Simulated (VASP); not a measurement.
Input of a VASP 6.6.1 run:

File INCAR:

```
SYSTEM = Mo
ALGO = Normal
EDIFF = 1E-6
ENCUT = 520
ISIF = 2
ISMEAR = 0
LASPH = .True.
LCHARG = .False.
LREAL = .False.
LWAVE = .False.
NBANDS = 13
NELM = 100
PREC = Accurate
SIGMA = 0.15
```

The input KPOINTS:

```
k-points
0
Gamma
  20 20 20
  0 0 0
```

Contents of POSCAR:

```
Mo
1.0
    0.0000000000      2.0452250000      2.0452250000
    2.0452250000      0.0000000000      2.0452250000
    2.0452250000      2.0452250000      0.0000000000
Mo
1
Direct
    0.0000000000      0.0000000000      0.0000000000
```

Potentials or basis: VASP PAW LDA potentials, release 64 (Mo_sv).

The run is started by

```sh
$ cat potpaw_LDA.64/Mo_sv/POTCAR > POTCAR
$ mpirun -np 1 vasp_std > vasp.out
```

Q: What does it give for the pressure?

A: -23.7 GPa.

Q: Estimate the band gap on the k mesh.

A: Zero (band 7 reaches 14.27 eV, above the bottom of band 8 at 10.03 eV).

Caveat: the cell differs from its parent crystal (strain +0.015 along x and y, +0.015 along z).
